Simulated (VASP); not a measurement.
# CdTe (F-43m) in VASP: further runs

CdTe is run at these levels: pbesol exchange, pbe correlation; tasks: single point.

Program: VASP 6.6.1. These are calculated values, not measurements. Logs are shortened: lines on timing, memory, paths and dates and some standing lists are left out, and cuts for length are marked.

### 1 The cell of the first run

Symmetry: F-43m, No. 216, cubic system. Conventional cell: a = 6.367 Å, b = 6.367 Å, c = 6.367 Å, α = 90.00°, β = 90.00°, γ = 90.00°. Within 3.6 Å of Te (site symmetry -43m) lie 4 Cd at 2.76 Å. Within 3.6 Å of Cd (site symmetry -43m) lie 4 Te at 2.76 Å.

### 2 Single point, pbesol exchange, pbe correlation (32.26 Å³/atom)

INCAR

```
PREC     = Accurate       # precision mode
ENCUT    = 500            # plane-wave cutoff, eV
EDIFF    = 1E-6           # SCF threshold, eV
ISMEAR   = -5             # smearing method
SIGMA    = 0.05           # smearing width, eV
LREAL    = False          # projectors in reciprocal space
LASPH    = True           # aspherical terms in the spheres
NELM     = 120            # most SCF steps
ALGO     = Normal         # electronic algorithm
ISIF     = 2              # what is computed and relaxed
LWAVE    = False          # write WAVECAR
LCHARG   = False          # write CHGCAR
GGA      = LIBXC          # functional
LIBXC1   = GGA_X_PBE_SOL
LIBXC2   = GGA_C_PBE    
NBANDS   = 16             # bands
GGA_COMPAT= False
```

KPOINTS

```
Automatic mesh
0
Gamma
  7 7 7
```

POSCAR

```
CdTe
1.0
    0.0000000000      3.1834892848      3.1834892848
    3.1834892848      0.0000000000      3.1834892848
    3.1834892848      3.1834892848      0.0000000000
Te Cd
1 1
Direct
    0.7500000000      0.7500000000      0.7500000000
    0.0000000000      0.0000000000      0.0000000000
```

Potentials or basis: VASP PAW PBE potentials, release 64 (Te, Cd).

Launch:

```
cat potpaw_PBE.64/Te/POTCAR potpaw_PBE.64/Cd/POTCAR > POTCAR
mpirun -np 1 vasp_std > vasp.out
```

OUTCAR:

```text
PREC = Accurate
   ENCUT = 500
   EDIFF = 1E-6
   ISMEAR = -5
   LREAL = False
   LASPH = True
   NELM = 120
   ISIF = 2
   GGA = LIBXC

 ion  position               nearest neighbor table
   1  0.750  0.750  0.750-   2 2.76   2 2.76   2 2.76   2 2.76
   2  0.000  0.000  0.000-   1 2.76   1 2.76   1 2.76   1 2.76

  LATTYP: Found a face centered cubic cell.
 ALAT       =     6.3669785696

  Lattice vectors:

 A1 = (   0.0000000000,   3.1834892848,   3.1834892848)
 A2 = (   3.1834892848,   0.0000000000,   3.1834892848)
 A3 = (   3.1834892848,   3.1834892848,   0.0000000000)

Analysis of symmetry for initial positions (statically):
=====================================================================
 Subroutine PRICEL returns:
 Original cell was already a primitive cell.

 Routine SETGRP: Setting up the symmetry group for a
 face centered cubic supercell.

 Subroutine GETGRP returns: Found 24 space group operations
 (whereof 24 operations were pure point group operations)
 out of a pool of 48 trial point group operations.

The static configuration has the point symmetry T_d .

Analysis of symmetry for dynamics (positions and initial velocities):
=====================================================================
 Subroutine PRICEL returns:
 Original cell was already a primitive cell.

 Routine SETGRP: Setting up the symmetry group for a
 face centered cubic supercell.

 Subroutine GETGRP returns: Found 24 space group operations
 (whereof 24 operations were pure point group operations)
 out of a pool of 48 trial point group operations.

The dynamic configuration has the point symmetry T_d .

 Subroutine INISYM returns: Found 24 space group operations
 (whereof 24 operations are pure point group operations),
 and found     1 'primitive' translations

----------------------------------------------------------------------------------------

                                     Primitive cell

  volume of cell :      64.5268

  direct lattice vectors                    reciprocal lattice vectors
     0.000000000  3.183489285  3.183489285    -0.157060368  0.157060368  0.157060368
     3.183489285  0.000000000  3.183489285     0.157060368 -0.157060368  0.157060368
     3.183489285  3.183489285  0.000000000     0.157060368  0.157060368 -0.157060368

  length of vectors
     4.502133722  4.502133722  4.502133722     0.272036538  0.272036538  0.272036538

  position of ions in fractional coordinates (direct lattice)
     0.750000000  0.750000000  0.750000000
     0.000000000  0.000000000  0.000000000

  ion indices of the primitive-cell ions
   primitive index   ion index
                 1           1
                 2           2

----------------------------------------------------------------------------------------

 KPOINTS: Automatic mesh

Automatic generation of k-mesh.
 Grid dimensions read from file:
 generate k-points for:    7    7    7

 Generating k-lattice:

  Cartesian coordinates                     Fractional coordinates (reciprocal lattice)
    -0.022437195  0.022437195  0.022437195     0.142857143  0.000000000  0.000000000
     0.022437195 -0.022437195  0.022437195     0.000000000  0.142857143  0.000000000
     0.022437195  0.022437195 -0.022437195     0.000000000  0.000000000  0.142857143

  Length of vectors
     0.038862363  0.038862363  0.038862363

  Shift w.r.t. Gamma in fractional coordinates (k-lattice)
     0.000000000  0.000000000  0.000000000

 TETIRR: Found     58 inequivalent tetrahedra from     2058

 Subroutine IBZKPT returns following result:
 ===========================================

 Found     20 irreducible k-points:

 Following reciprocal coordinates:
            Coordinates               Weight
  0.000000  0.000000  0.000000      1.000000
  0.142857  0.000000  0.000000      8.000000
  0.285714  0.000000  0.000000      8.000000
  0.428571  0.000000  0.000000      8.000000
  0.142857  0.142857  0.000000      6.000000
  0.285714  0.142857  0.000000     24.000000
[... 12 lines left out ...]
 -0.428571  0.428571  0.142857     24.000000
 -0.285714  0.428571  0.142857     24.000000
   k-points           NKPTS =     20   k-points in BZ     NKDIM =     20   number of bands    NBANDS=     16
   number of dos      NEDOS =    301   number of ions     NIONS =      2
   total plane-waves  NPLWV =  46656
   dimension x,y,z NGX =    36 NGY =   36 NGZ =   36
   dimension x,y,z NGXF=    72 NGYF=   72 NGZF=   72
   ions per type =               1   1
   NGX,Y,Z   is equivalent  to a cutoff of  13.29, 13.29, 13.29 a.u.
   NGXF,Y,Z  is equivalent  to a cutoff of  26.59, 26.59, 26.59 a.u.
 SYSTEM =  unknown system
   PREC   = accura    normal or accurate (medium, high low for compatibility)
   ISTART =      0    job   : 0-new  1-cont  2-samecut
   ICHARG =      2    charge: 1-file 2-atom 10-const
   ISPIN  =      1    spin polarized calculation?
   LNONCOLLINEAR =      F non collinear calculations
   LSORBIT =      F    spin-orbit coupling
   LASPH  =      T    aspherical Exc in radial PAW
   ENCUT  =  500.0 eV  36.75 Ry    6.06 a.u.   8.21  8.21  8.21*2*pi/ulx,y,z
   NELM   =    120;   NELMIN=  2; NELMDL= -5     # of ELM steps
   EDIFF  = 0.1E-05   stopping-criterion for ELM
   LREAL  =      F    real-space projection
   EDIFFG = 0.1E-04   stopping-criterion for IOM
   NSW    =      0    number of steps for IOM
   IBRION =     -1    ionic relax: 0-MD 1-quasi-New 2-CG
   NFREE  =      0    steps in history (QN), initial steepest desc. (CG)
   ISIF   =      2    stress and relaxation
   ISYM   =      2    0-nonsym 1-usesym 2-fastsym
   POTIM  = 0.5000    time-step for ionic-motion
   TEBEG  =    0.0;   TEEND  =   0.0 temperature during run
   PSTRESS=    0.0 pullay stress
   NELECT =      18.0000    total number of electrons
   NUPDOWN=      -1.0000    fix difference up-down
   EMIN   =  10.00;   EMAX   =-10.00  energy-range for DOS
   EFERMI =   0.00;   METHOD = LEGACY
   ISMEAR =    -5;   SIGMA  =   0.05  broadening in eV -4-tet -1-fermi 0-gaus
   EFERMI_NEDOS =   21; number of points for ismear=-14 and -15
   IALGO  =     38    algorithm
   IMIX   =      4    mixing-type and parameters
     AMIX     =   0.40;   BMIX     =  1.00
     AMIX_MAG =   1.60;   BMIX_MAG =  1.00
  volume/ion in A,a.u.               =      32.26       217.72
  Fermi-wavevector in a.u.,A,eV,Ry     =   1.069676  2.021395 15.567880  1.144207
  Thomas-Fermi vector in A             =   2.205363
   LORBIT       =      0    0 simple, 1 ext, 2 COOP (PROOUT), +10 PAW based schemes
   GGA     = LIBXC    functional components
   LHFCALC =     F    Hartree Fock is set to
   AEXX    =    0.0000 exact exchange contribution
   IVDW    =     0    specifies the selected vdW correction
   LEPSILON=     F    determine dielectric tensor
   LRPA    =     F    only Hartree local field effects (RPA)
 non-spin polarized calculation
 Fermi weights with tetrahedron method with Bloechl corrections
  energy-cutoff  :      500.00
  volume of cell :       64.53
 maximum number of plane-waves:      1652
 NGX is ok and might be reduce to    36
   NGX = 17   NGY = 17   NGZ = 17

 number of electron      18.0000001 magnetization

 Free energy of the ion-electron system (eV)
  ---------------------------------------------------
  ext. energy  EPLUGINS =         0.00000000
  ---------------------------------------------------
  free energy    TOTEN  =        -5.52441327 eV

  energy without entropy =       -5.52441327  energy(sigma->0) =       -5.52441327

 E-fermi :   2.7944     XC(G=0):  -8.9924

 val. band max:        2.7705966761   @ k =   0.0000   0.0000   0.0000
 cond. band min:       3.6316429385   @ k =   0.0000   0.0000   0.0000
 fundamental gap:      0.8610462624
 Fermi energy:         2.7943867882

 k-point     1 :       0.0000    0.0000    0.0000
  band No.  band energies     occupation
      1      -8.7484      2.00000
      2      -5.6622      2.00000
      3      -5.6622      2.00000
      4      -5.6622      2.00000
      5      -5.3528      2.00000
      6      -5.3528      2.00000
[... 8 lines left out ...]
     15      12.1702      0.00000
     16      12.1702      0.00000

 k-point     2 :       0.1429    0.0000    0.0000
  band No.  band energies     occupation
      1      -8.6615      2.00000
      2      -5.6454      2.00000
      3      -5.6454      2.00000
      4      -5.6004      2.00000
      5      -5.3543      2.00000
      6      -5.3543      2.00000
[... 8 lines left out ...]
     15      11.2697      0.00000
     16      11.2697      0.00000

 k-point     3 :       0.2857    0.0000    0.0000
  band No.  band energies     occupation
      1      -8.4642      2.00000
      2      -5.6115      2.00000
      3      -5.6115      2.00000
      4      -5.3787      2.00000
      5      -5.3524      2.00000
      6      -5.3524      2.00000
[... 8 lines left out ...]
     15      11.2993      0.00000
     16      11.2993      0.00000

 k-point     4 :       0.4286    0.0000    0.0000
  band No.  band energies     occupation
      1      -8.3071      2.00000
      2      -5.5901      2.00000
      3      -5.5901      2.00000
      4      -5.3441      2.00000
      5      -5.3441      2.00000
      6      -5.0362      2.00000
[... 8 lines left out ...]
     15      12.5921      0.00000
     16      12.5921      0.00000
[... 248 lines left out ...]
 k-point    18 :      -0.4286    0.2857    0.1429
  band No.  band energies     occupation
      1      -8.2151      2.00000
      2      -5.5519      2.00000
      3      -5.5372      2.00000
      4      -5.3852      2.00000
      5      -5.3451      2.00000
      6      -4.8826      2.00000
[... 8 lines left out ...]
     15      12.7821      0.00000
     16      13.6346      0.00000

 k-point    19 :      -0.4286    0.4286    0.1429
  band No.  band energies     occupation
      1      -8.1669      2.00000
      2      -5.5141      2.00000
      3      -5.5070      2.00000
      4      -5.4225      2.00000
      5      -5.3328      2.00000
      6      -4.8130      2.00000
[... 8 lines left out ...]
     15      13.6037      0.00000
     16      14.4741      0.00000

 k-point    20 :      -0.2857    0.4286    0.1429
  band No.  band energies     occupation
      1      -8.1557      2.00000
      2      -5.5281      2.00000
      3      -5.5096      2.00000
      4      -5.3918      2.00000
      5      -5.3505      2.00000
      6      -4.7294      2.00000
[... 8 lines left out ...]
     15      12.9894      0.00000
     16      14.9503      0.00000

------------------------ aborting loop because EDIFF is reached ----------------------------------------

  FORCE on cell =-STRESS in cart. coord.  units (eV):
  Direction    XX          YY          ZZ          XY          YZ          ZX
  --------------------------------------------------------------------------------------
  -------------------------------------------------------------------------------------
  Total        0.9986075      0.9986075      0.9986075      0.0000000      0.0000000     -0.0000000
  in kB       24.7950630     24.7950630     24.7950630      0.0000000      0.0000000     -0.0000000
  external PRESSURE =      24.7950630 kB  Pullay stress =       0.0000000 kB

 VOLUME and BASIS-vectors are now :
 -----------------------------------------------------------------------------
  energy-cutoff  :      500.00
  volume of cell :       64.53
      direct lattice vectors                 reciprocal lattice vectors
     0.000000000  3.183489285  3.183489285    -0.157060368  0.157060368  0.157060368
     3.183489285  0.000000000  3.183489285     0.157060368 -0.157060368  0.157060368
     3.183489285  3.183489285  0.000000000     0.157060368  0.157060368 -0.157060368

 POSITION                                       TOTAL-FORCE (eV/Angst)
 -----------------------------------------------------------------------------------
      4.77523      4.77523      4.77523        -0.000000     -0.000000     -0.000000
      0.00000      0.00000      0.00000         0.000000      0.000000      0.000000
 -----------------------------------------------------------------------------------
    total drift:                               -0.000000     -0.000000     -0.000000

  FREE ENERGIE OF THE ION-ELECTRON SYSTEM (eV)
  ---------------------------------------------------
  free  energy   TOTEN  =        -5.5244132664 eV

  energy  without entropy=       -5.5244132664  energy(sigma->0) =       -5.52441327
```

Run time: 24 s. Hardware: 1 thread of AMD EPYC 7R43 (Zen 3), shared host; peak memory 0.17 GiB.

Results:

| Item | Value |
| --- | --- |
| Free energy | -5.5244 eV |
| Pressure | 2.5 GPa |
| Band gap on the k mesh | 0.86 eV |

Caveat: the PAW data sets were made with another functional, which shifts forces and pressure a little; spin-orbit coupling is left out, which moves the levels of the heavy elements.

### 3 Single point, pbesol exchange, pbe correlation (32.92 Å³/atom)

This run uses another cell than the first one, of 32.92 Å³/atom.

INCAR

```
SYSTEM = CdTe
PREC = Accurate ; ENCUT = 500
EDIFF = 1E-6 ; ISMEAR = -5
SIGMA = 0.05 ; LREAL = .False.
LASPH = .True. ; NELM = 120
ALGO = Normal ; ISIF = 2
LWAVE = .False. ; LCHARG = .False.
GGA = LIBXC ; LIBXC1 = GGA_X_PBE_SOL
LIBXC2 = GGA_C_PBE ; NBANDS = 16
GGA_COMPAT = .False.
```

KPOINTS

```
Automatic mesh
0
Gamma
  7 7 7
  0 0 0
```

POSCAR

```
CdTe
1.0
    0.0000000000      3.2050000000      3.2050000000
    3.2050000000      0.0000000000      3.2050000000
    3.2050000000      3.2050000000      0.0000000000
Te Cd
1 1
Direct
    0.7500000000      0.7500000000      0.7500000000
    0.0000000000      0.0000000000      0.0000000000
```

Potentials or basis: VASP PAW PBE potentials, release 64 (Te, Cd).

Launch:

```
cat potpaw_PBE.64/Te/POTCAR potpaw_PBE.64/Cd/POTCAR > POTCAR
mpirun -np 1 vasp_std > vasp.out
```

Wall time 23 s (1 thread of AMD EPYC 7R43 (Zen 3), shared host); peak memory 0.18 GiB.

It converged, with:

```
Free energy            : -5.5405 eV
Pressure               : 1.4 GPa
Band gap on the k mesh : 0.80 eV
```

Levels at points of the mesh, in eV from the valence-band top:
| k point | band 6 | band 7 | band 8 | band 9 | band 10 | band 11 | band 12 | band 13 |
| --- | --- | --- | --- | --- | --- | --- | --- | --- |
| (0.00, 0.00, 0.00) | -8.06 | 0.00 | 0.00 | 0.00 | 0.80 | 4.51 | 4.51 | 4.51 |

Caveat: the PAW data sets were made with another functional, which shifts forces and pressure a little; spin-orbit coupling is left out, which moves the levels of the heavy elements.

### 4 Single point, pbesol exchange, pbe correlation (33.58 Å³/atom)

This run uses another cell than the first one, of 33.58 Å³/atom.

INCAR

```
SYSTEM = CdTe
PREC = Accurate ; ENCUT = 500
EDIFF = 1E-6 ; ISMEAR = -5
SIGMA = 0.05 ; LREAL = .FALSE.
LASPH = .TRUE. ; NELM = 120
ALGO = Normal ; ISIF = 2
LWAVE = .FALSE. ; LCHARG = .FALSE.
GGA = LIBXC ; LIBXC1 = GGA_X_PBE_SOL
LIBXC2 = GGA_C_PBE ; NBANDS = 16
GGA_COMPAT = .FALSE.
```

KPOINTS

```
regular mesh
0
G
  7 7 7
  0 0 0
```

POSCAR

```
CdTe
1.0
    0.0000000000      3.2262257841      3.2262257841
    3.2262257841      0.0000000000      3.2262257841
    3.2262257841      3.2262257841      0.0000000000
Te Cd
1 1
Direct
    0.7500000000      0.7500000000      0.7500000000
    0.0000000000      0.0000000000      0.0000000000
```

Launch:

```
cat potpaw_PBE.64/Te/POTCAR potpaw_PBE.64/Cd/POTCAR > POTCAR
mpirun -np 1 vasp_std > vasp.out
```

Wall time 24 s (1 thread of AMD EPYC 7R43 (Zen 3), shared host); peak memory 0.18 GiB.

It converged, with:

```yaml
Free_energy: -5.5485 eV
Pressure: 0.5 GPa
Band_gap_on_the_k_mesh: 0.74 eV
```

Levels at points of the mesh, in eV from the valence-band top:
| k point | band 7 | band 8 | band 9 | band 10 | band 11 | band 12 |
| --- | --- | --- | --- | --- | --- | --- |
| (0.00, 0.00, 0.00) | 0.00 | 0.00 | 0.00 | 0.74 | 4.53 | 4.53 |

Caveat: the PAW data sets were made with another functional, which shifts forces and pressure a little; spin-orbit coupling is left out, which moves the levels of the heavy elements.

### 5 Summary

| cell | gap on the mesh (eV) | pressure (GPa) |
| --- | --- | --- |
| a = 4.502 Å, angles 60.0°, 2 atoms | 0.86 | 2.5 |
| a = 4.533 Å, angles 60.0°, 2 atoms | 0.80 | 1.4 |
| a = 4.563 Å, angles 60.0°, 2 atoms | 0.74 | 0.5 |

Alike in all rows: task single point; level pbesol exchange, pbe correlation; potentials or basis VASP PAW PBE potentials, release 64 (Te, Cd); no spin polarisation; k mesh 7 × 7 × 7; cutoff (eV) 500; smearing tetrahedron.

Caveats: the PAW data sets were made with another functional, which shifts forces and pressure a little; spin-orbit coupling is left out, which moves the levels of the heavy elements.

Total energies depend on the potentials used, so only differences within one code and one set of settings carry meaning.
